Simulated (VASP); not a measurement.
# AlN (P6_3mc) in VASP: further runs, part 2 of 2

VASP 6.6.1. The steps go on from the part before.

## (3) Relaxation of cell and atoms, BLYP

The input, INCAR:

```
SYSTEM = AlN
PREC     = Accurate       ! precision mode
ENCUT    = 600            ! plane-wave cutoff, eV
EDIFF    = 1E-7           ! SCF threshold, eV
ISMEAR   = -1             ! smearing method
SIGMA    = 0.05           ! smearing width, eV
LREAL    = .FALSE.        ! projectors in reciprocal space
LASPH    = .TRUE.         ! aspherical terms in the spheres
NELM     = 100            ! most SCF steps
ALGO     = Normal         ! electronic algorithm
ISIF     = 3              ! what is computed and relaxed
LWAVE    = .FALSE.        ! write WAVECAR
LCHARG   = .FALSE.        ! write CHGCAR
GGA      = B5             ! functional
ALDAX    = 1.0          
AGGAX    = 1.0          
AGGAC    = 1.0          
ALDAC    = 0.0          
IBRION   = 2              ! ionic algorithm
NSW      = 60             ! ionic steps
EDIFFG   = -0.01          ! ionic threshold
```

The input, KPOINTS:

```
Automatic mesh
0
G
  10 10 6
  0 0 0
```

The input, POSCAR:

```
AlN
1.0
    3.1130000000      0.0000000000      0.0000000000
   -1.5565000000      2.6959370820      0.0000000000
    0.0000000000      0.0000000000      4.9810000000
Al N
2 2
Direct
    0.6666666667      0.3333333333      0.5000000000
    0.3333333333      0.6666666667      0.0000000000
    0.6666666667      0.3333333333      0.8800000000
    0.3333333333      0.6666666667      0.3800000000
```

Potentials or basis: VASP PAW PBE potentials, release 64 (Al, N).

Started as:

```sh
cat potpaw_PBE.64/Al/POTCAR potpaw_PBE.64/N/POTCAR > POTCAR
mpirun -np 1 vasp_std > vasp.out
```

OUTCAR:

```text
SYSTEM = AlN
   PREC = Accurate
   ENCUT = 600
   EDIFF = 1E-7
   ISMEAR = -1
   LREAL = .FALSE.
   LASPH = .TRUE.
   NELM = 100
   ISIF = 3
   GGA = B5
   IBRION = 2
   NSW = 60
   EDIFFG = -0.01

 ion  position               nearest neighbor table
   1  0.667  0.333  0.500-   3 1.89   4 1.89   4 1.89   4 1.89   2 3.07   2 3.07   2 3.07   2 3.07
                             2 3.07   2 3.07
   2  0.333  0.667  0.000-   4 1.89   3 1.89   3 1.89   3 1.89   1 3.07   1 3.07   1 3.07   1 3.07
                             1 3.07   1 3.07
   3  0.667  0.333  0.880-   1 1.89   2 1.89   2 1.89   2 1.89
   4  0.333  0.667  0.380-   2 1.89   1 1.89   1 1.89   1 1.89

  LATTYP: Found a hexagonal cell.
 ALAT       =     3.1130000000
 C/A-ratio  =     1.6000642467

  Lattice vectors:

 A1 = (   3.1130000000,   0.0000000000,   0.0000000000)
 A2 = (  -1.5565000000,   2.6959370820,   0.0000000000)
 A3 = (   0.0000000000,   0.0000000000,   4.9810000000)

Analysis of symmetry for initial positions (statically):
=====================================================================
 Subroutine PRICEL returns:
 Original cell was already a primitive cell.

 Routine SETGRP: Setting up the symmetry group for a
 hexagonal supercell.

 Subroutine GETGRP returns: Found 12 space group operations
 (whereof  6 operations were pure point group operations)
 out of a pool of 24 trial point group operations.

The static configuration has the point symmetry C_3v.
 The point group associated with its full space group is C_6v.

Analysis of symmetry for dynamics (positions and initial velocities):
=====================================================================
 Subroutine PRICEL returns:
 Original cell was already a primitive cell.

 Routine SETGRP: Setting up the symmetry group for a
 hexagonal supercell.

 Subroutine GETGRP returns: Found 12 space group operations
 (whereof  6 operations were pure point group operations)
 out of a pool of 24 trial point group operations.

The dynamic configuration has the point symmetry C_3v.
 The point group associated with its full space group is C_6v.

 Subroutine INISYM returns: Found 12 space group operations
 (whereof  6 operations are pure point group operations),
 and found     1 'primitive' translations

----------------------------------------------------------------------------------------

                                     Primitive cell

  volume of cell :      41.8028

  direct lattice vectors                    reciprocal lattice vectors
     3.113000000  0.000000000  0.000000000     0.321233537  0.185464269  0.000000000
    -1.556500000  2.695937082  0.000000000     0.000000000  0.370928538  0.000000000
     0.000000000  0.000000000  4.981000000     0.000000000  0.000000000  0.200762899

  length of vectors
     3.113000000  3.113000000  4.981000000     0.370928538  0.370928538  0.200762899

  position of ions in fractional coordinates (direct lattice)
     0.666666667  0.333333333  0.500000000
     0.333333333  0.666666667  0.000000000
     0.666666667  0.333333333  0.880000000
     0.333333333  0.666666667  0.380000000

  ion indices of the primitive-cell ions
   primitive index   ion index
[... 66 lines left out ...]
 SYSTEM =  AlN
   PREC   = accura    normal or accurate (medium, high low for compatibility)
   ISTART =      0    job   : 0-new  1-cont  2-samecut
   ICHARG =      2    charge: 1-file 2-atom 10-const
   ISPIN  =      1    spin polarized calculation?
   LNONCOLLINEAR =      F non collinear calculations
   LSORBIT =      F    spin-orbit coupling
   LASPH  =      T    aspherical Exc in radial PAW
   ENCUT  =  600.0 eV  44.10 Ry    6.64 a.u.   6.22  6.22  9.95*2*pi/ulx,y,z
   NELM   =    100;   NELMIN=  2; NELMDL= -5     # of ELM steps
   EDIFF  = 0.1E-06   stopping-criterion for ELM
   LREAL  =      F    real-space projection
   EDIFFG = -.1E-01   stopping-criterion for IOM
   NSW    =     60    number of steps for IOM
   IBRION =      2    ionic relax: 0-MD 1-quasi-New 2-CG
   NFREE  =      1    steps in history (QN), initial steepest desc. (CG)
   ISIF   =      3    stress and relaxation
   ISYM   =      2    0-nonsym 1-usesym 2-fastsym
   POTIM  = 0.5000    time-step for ionic-motion
   TEBEG  =    0.0;   TEEND  =   0.0 temperature during run
   PSTRESS=    0.0 pullay stress
   NELECT =      16.0000    total number of electrons
   NUPDOWN=      -1.0000    fix difference up-down
   EMIN   =  10.00;   EMAX   =-10.00  energy-range for DOS
   EFERMI =   0.00;   METHOD = LEGACY
   ISMEAR =    -1;   SIGMA  =   0.05  broadening in eV -4-tet -1-fermi 0-gaus
   EFERMI_NEDOS =   21; number of points for ismear=-14 and -15
   IALGO  =     38    algorithm
   IMIX   =      4    mixing-type and parameters
     AMIX     =   0.40;   BMIX     =  1.00
     AMIX_MAG =   1.60;   BMIX_MAG =  1.00
  volume/ion in A,a.u.               =      10.45        70.52
  Fermi-wavevector in a.u.,A,eV,Ry     =   1.188629  2.246183 19.222843  1.412839
  Thomas-Fermi vector in A             =   2.324754
   LORBIT       =      0    0 simple, 1 ext, 2 COOP (PROOUT), +10 PAW based schemes
   GGA     = B5    functional components
   LHFCALC =     F    Hartree Fock is set to
   AEXX    =    0.0000 exact exchange contribution
   IVDW    =     0    specifies the selected vdW correction
   LEPSILON=     F    determine dielectric tensor
   LRPA    =     F    only Hartree local field effects (RPA)
 conjugate gradient relaxation of ions
 non-spin polarized calculation
  energy-cutoff  :      600.00
  volume of cell :       41.80
 maximum number of plane-waves:      1412
 NGX is ok and might be reduce to    28
   NGX = 13   NGY = 13   NGZ = 19

--------------------------------------- Ionic step        1  -------------------------------------------

 number of electron      16.0000000 magnetization

 Free energy of the ion-electron system (eV)
  ---------------------------------------------------
  ext. energy  EPLUGINS =         0.00000000
  ---------------------------------------------------
  free energy    TOTEN  =       -27.85251597 eV

  energy without entropy =      -27.85251597  energy(sigma->0) =      -27.85251597

------------------------ aborting loop because EDIFF is reached ----------------------------------------

  FORCE on cell =-STRESS in cart. coord.  units (eV):
  Direction    XX          YY          ZZ          XY          YZ          ZX
  --------------------------------------------------------------------------------------
  -------------------------------------------------------------------------------------
  Total        1.6138449      1.6138449      2.1719768      0.0000000     -0.0000000      0.0000000
  in kB       61.8538802     61.8538802     83.2454202      0.0000000     -0.0000000      0.0000000
  external PRESSURE =      68.9843935 kB  Pullay stress =       0.0000000 kB
[... 177 lines left out ...]
--------------------------------------- Ionic step        6  -------------------------------------------

 number of electron      15.9999999 magnetization

 Free energy of the ion-electron system (eV)
  ---------------------------------------------------
  ext. energy  EPLUGINS =         0.00000000
  ---------------------------------------------------
  free energy    TOTEN  =       -27.88465276 eV

  energy without entropy =      -27.88465276  energy(sigma->0) =      -27.88465276

 E-fermi :   7.1542     XC(G=0): -10.1357

 val. band max:        6.1901942569   @ k =   0.0000   0.0000   0.0000
 cond. band min:      10.3875744469   @ k =   0.0000   0.0000   0.0000
 fundamental gap:      4.1973801900
 Fermi energy:         7.1541526412

 k-point     1 :       0.0000    0.0000    0.0000
  band No.  band energies     occupation
      1      -8.6592      2.00000
      2      -6.6667      2.00000
      3       0.4923      2.00000
      4       5.4031      2.00000
      5       5.4031      2.00000
      6       6.0260      2.00000
      7       6.0260      2.00000
      8       6.1902      2.00000
      9      10.3876      0.00000
     10      12.7792      0.00000
     11      16.7354      0.00000
     12      17.2643      0.00000
[... 331 lines left out ...]
 k-point    24 :       0.4000    0.1000    0.1667
  band No.  band energies     occupation
      1      -6.7923      2.00000
      2      -6.1764      2.00000
      3       1.0462      2.00000
      4       1.9769      2.00000
      5       3.2892      2.00000
      6       4.0283      2.00000
      7       4.8642      2.00000
      8       5.1715      2.00000
      9      11.9415      0.00000
     10      12.8131      0.00000
     11      14.9609      0.00000
     12      15.9170      0.00000

 [... further k-points ...]

------------------------ aborting loop because EDIFF is reached ----------------------------------------

  FORCE on cell =-STRESS in cart. coord.  units (eV):
  Direction    XX          YY          ZZ          XY          YZ          ZX
  --------------------------------------------------------------------------------------
  -------------------------------------------------------------------------------------
  Total        0.0206896      0.0206896      0.0281280      0.0000000      0.0000000     -0.0000000
  in kB        0.7663100      0.7663100      1.0418157      0.0000000      0.0000000     -0.0000000
  external PRESSURE =       0.8581452 kB  Pullay stress =       0.0000000 kB
[... 19 lines left out ...]
  FREE ENERGIE OF THE ION-ELECTRON SYSTEM (eV)
  ---------------------------------------------------
  free  energy   TOTEN  =       -27.8846527586 eV

  energy  without entropy=      -27.8846527585  energy(sigma->0) =      -27.88465276

 reached required accuracy - stopping structural energy minimisation
```

It took 72 s on 1 thread of Intel Xeon 6975P-C (Granite Rapids), shared host; peak memory 0.19 GiB.

Results:

| Quantity | Value |
| --- | --- |
| Free energy | -27.8847 eV |
| Relaxed volume | 10.81 Å³/atom |
| Relaxed cell | a = 3.143 Å, b = 3.143 Å, c = 5.055 Å, α = 90.00°, β = 90.00°, γ = 120.00° |
| Space group after relaxing (to 0.05 Å) | P6_3mc (No. 186) |
| Energy gained by relaxing | 8.0 meV/atom |
| Ionic steps | 6 |
| Pressure after relaxing | 0.1 GPa |
| Band gap on the k mesh | 4.20 eV, direct |

Forces on the atoms (eV/Å):
```
Al   0.000  0.000 -0.002
Al   0.000  0.000 -0.002
N    0.000  0.000  0.002
N    0.000  0.000  0.002
```

Step by step:
| step | energy change (eV) | largest force (eV/Å) | pressure (GPa) | volume (Å³) |
| --- | --- | --- | --- | --- |
| 1 | 0.0000 | 0.1149 | 6.90 | 41.80 |
| 2 | -0.0094 | 0.1025 | -5.21 | 44.58 |
| 3 | -0.0321 | 0.0183 | -0.03 | 43.28 |
| 4 | -0.0320 | 0.0161 | 0.10 | 43.25 |
| 5 | -0.0321 | 0.0060 | 0.09 | 43.25 |
| 6 | -0.0321 | 0.0022 | 0.09 | 43.26 |

Final structure:
```
Al N
1.0
     3.14341    0.00000    0.00000
    -1.57170    2.72227    0.00000
     0.00000    0.00000    5.05506
Al N
2 2
Direct
  0.66667 0.33333 0.49968
  0.33333 0.66667 0.99968
  0.66667 0.33333 0.88032
  0.33333 0.66667 0.38032
```

Levels at points of the mesh, in eV from the valence-band top:
| k point | band 5 | band 6 | band 7 | band 8 | band 9 | band 10 | band 11 | band 12 |
| --- | --- | --- | --- | --- | --- | --- | --- | --- |
| (0.00, 0.00, 0.00) | -0.79 | -0.16 | -0.16 | 0.00 | 4.20 | 6.59 | 10.55 | 11.07 |
| (0.50, 0.00, 0.00) | -3.18 | -1.96 | -1.65 | -0.65 | 6.00 | 6.00 | 8.08 | 10.25 |
| (0.00, 0.00, 0.50) | -0.48 | -0.48 | -0.48 | -0.48 | 6.41 | 6.41 | 10.22 | 10.22 |
| (0.50, 0.00, 0.50) | -1.37 | -1.37 | -1.30 | -1.30 | 5.48 | 5.48 | 9.24 | 9.24 |

Caveat: the PAW data sets were made with another functional, which shifts forces and pressure a little.

## (4) Single point, HF

POSCAR is that of step 3.

The input, INCAR.step1:

```
  PREC = Accurate
  ENCUT = 520
  EDIFF = 1E-5
  ISMEAR = -1
  SIGMA = 0.05
  LREAL = F
  LASPH = T
  NELM = 60
  ALGO = Normal
  ISIF = 2
  LWAVE = T
  LCHARG = F
  GGA = PE
  NBANDS = 16
```

The input, INCAR.step2:

```
  PREC = Accurate
  ENCUT = 520
  EDIFF = 1E-6
  ISMEAR = -1
  SIGMA = 0.05
  LREAL = F
  LASPH = T
  NELM = 60
  ALGO = Normal
  ISIF = 2
  LWAVE = F
  LCHARG = F
  GGA = PE
  LHFCALC = T
  AEXX = 1.0
  ALDAC = 0.0
  AGGAC = 0.0
  PRECFOCK = Normal
  ISTART = 1
  NBANDS = 16
```

The input, KPOINTS:

```
Automatic mesh
0
Gamma
  5 5 3
```

Started as:

```sh
cat potpaw_PBE.64/Al/POTCAR potpaw_PBE.64/N/POTCAR > POTCAR
cp INCAR.step1 INCAR
mpirun -np 1 vasp_std > vasp.out
cp INCAR.step2 INCAR
mpirun -np 1 vasp_std > vasp.out
```

Wall time 10 min (1 thread of Intel Xeon Platinum 8488C (Sapphire Rapids), shared host); peak memory 0.16 GiB.

It converged, with:

```yaml
Free_energy: -54.8601 eV
Pressure: -2.8 GPa
Largest_force: 0.075 eV/Å
Band_gap_on_the_k_mesh: 12.39 eV, direct
```

Forces on the atoms (eV/Å):
```
Al   0.000  0.000 -0.075
Al   0.000  0.000 -0.075
N    0.000  0.000  0.075
N    0.000  0.000  0.075
```

Stress tensor (GPa, compression positive):
```
-3.76  0.00  0.00
 0.00 -3.76  0.00
 0.00  0.00 -0.94
```

Levels at points of the mesh, in eV from the valence-band top:
```csv
k point,band 5,band 6,band 7,band 8,band 9,band 10,band 11,band 12
"(0.00, 0.00, 0.00)",-1.10,-0.20,-0.20,0.00,12.39,13.88,19.20,20.55
```

Caveat: the k points lie up to 0.47 Å⁻¹ apart; the PAW data sets were made with another functional, which shifts forces and pressure a little.

## (5) Overview

| task | level | cell | k mesh | cutoff (eV) | grid for exact exchange (PRECFOCK) | gap on the mesh (eV) | pressure (GPa) | relaxed volume (Å³/atom) |
| --- | --- | --- | --- | --- | --- | --- | --- | --- |
| relaxation of cell and atoms | revPBE | relaxed | 10 × 10 × 6 | 600 | - | 3.99 | 0.0 | 10.76 |
| relaxation of cell and atoms | BLYP | relaxed | 10 × 10 × 6 | 600 | - | 4.20 | 0.1 | 10.81 |
| single point | HF | as given | 5 × 5 × 3 | 520 | Normal | 12.39 | -2.8 | - |

Alike in all rows: potentials or basis VASP PAW PBE potentials, release 64 (Al, N); no spin polarisation; smearing fermi-dirac 0.05 eV.

Caveats: some runs use coarse meshes; the PAW data sets were made with another functional, which shifts forces and pressure a little.

Total energies depend on the potentials used, so only differences within one code and one set of settings carry meaning.
